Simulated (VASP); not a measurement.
Input of a VASP 6.6.1 run:

File POSCAR:

```
Lu
1.0
    5.2004171762      0.0000000000      0.0000000000
   -2.6002085881      4.5036933849      0.0000000000
    0.0000000000      0.0000000000      3.2573879831
Lu
3
Direct
    0.0000000000      0.0000000000      0.0000000000
    0.3333333333      0.6666666667      0.5000000000
    0.6666666667      0.3333333333      0.5000000000
```

File INCAR.step1:

```
SYSTEM = Lu
PREC = Accurate ; ENCUT = 520
ISMEAR = -1 ; SIGMA = 0.1
LREAL = .False. ; LASPH = .True.
NELM = 100 ; NBANDS = 44
GGA = PE ; ALGO = Normal
EDIFF = 1E-4 ; LWAVE = .True.
LCHARG = .False.
```

File INCAR.step2:

```
SYSTEM = Lu
PREC = Accurate ; ENCUT = 520
EDIFF = 1E-6 ; ISMEAR = -1
SIGMA = 0.1 ; LREAL = .False.
LASPH = .True. ; NELM = 100
ALGO = Normal ; ISIF = 2
LWAVE = .False. ; LCHARG = .False.
METAGGA = R2SCAN ; LMIXTAU = .True.
NBANDS = 44 ; ISTART = 1
```

KPOINTS

```
Automatic mesh
0
Gamma
  8 8 11
  0 0 0
```

Potentials or basis: VASP PAW PBE potentials, release 64 (Lu).

Run with:

```sh
$ cat potpaw_PBE.64/Lu/POTCAR > POTCAR
$ cp INCAR.step1 INCAR
$ mpirun -np 1 vasp_std > vasp.out
$ cp INCAR.step2 INCAR
$ mpirun -np 1 vasp_std > vasp.out
```

(1) Estimate the band gap on the k mesh.

(2) Estimate the pressure.

Results:

(1) zero (an odd number of electrons rules out a gap without spin polarisation).

(2) 7.6 GPa.

Caveat: the cell stands under pressure; the PAW data sets were made with another functional, which shifts forces and pressure a little; spin-orbit coupling is left out, which moves the levels of the heavy elements.
